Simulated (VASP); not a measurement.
Crystal: Sb.

```
Sb
1.0
     2.15420    1.24373    3.75800
    -2.15420    1.24373    3.75800
     0.00000   -2.48746    3.75800
Sb
2
Cartesian
  0.0000 0.0000 2.6324
  0.0000 0.0000 8.6416
```

- Program: VASP 6.6.1
- Task: relaxation of cell and atoms
- Functional: PBEsol
- Potentials or basis: VASP PAW PBE potentials, release 64 (Sb)
- Cutoff: 500 eV
- k mesh: 10 × 10 × 10
- Occupations: fermi-dirac, width 0.05 eV
- Spin: no spin polarisation

At the start: pressure 0.2 GPa; volume 30.21 Å³/atom.

Question: How do energy, volume and symmetry change on relaxing?

Answer: Over 13 steps the energy falls by 3.3 meV/atom and the volume is 29.87 Å³/atom (-1.1 %); space group R-3m (No. 166, to 0.1 Å) before and after.

Step by step:
```tsv
step	energy change (eV)	largest force (eV/Å)	pressure (GPa)	volume (Å³)
1	0.0000	0.1871	0.23	60.41
2	-0.0027	0.0708	-0.42	60.79
3	-0.0028	0.0464	-0.56	60.88
4	-0.0050	0.0261	-0.34	60.42
5	-0.0065	0.0027	0.02	59.74
6	-0.0065	0.0046	0.05	59.69
7	-0.0065	0.0083	-0.01	59.73
8	-0.0065	0.0102	-0.04	59.75
9	-0.0065	0.0019	0.01	59.70
10	-0.0065	0.0036	0.00	59.71
11	-0.0065	0.0039	0.00	59.71
12	-0.0065	0.0029	0.00	59.72
13	-0.0065	0.0000	0.00	59.73
```

Final structure:
```
Sb
1.0
     2.16350    1.24910    3.68398
    -2.16350    1.24910    3.68398
     0.00000   -2.49820    3.68398
Sb
2
Direct
  0.23605 0.23605 0.23605
  0.76395 0.76395 0.76395
```

Caveat: the PAW data sets were made with another functional, which shifts forces and pressure a little.
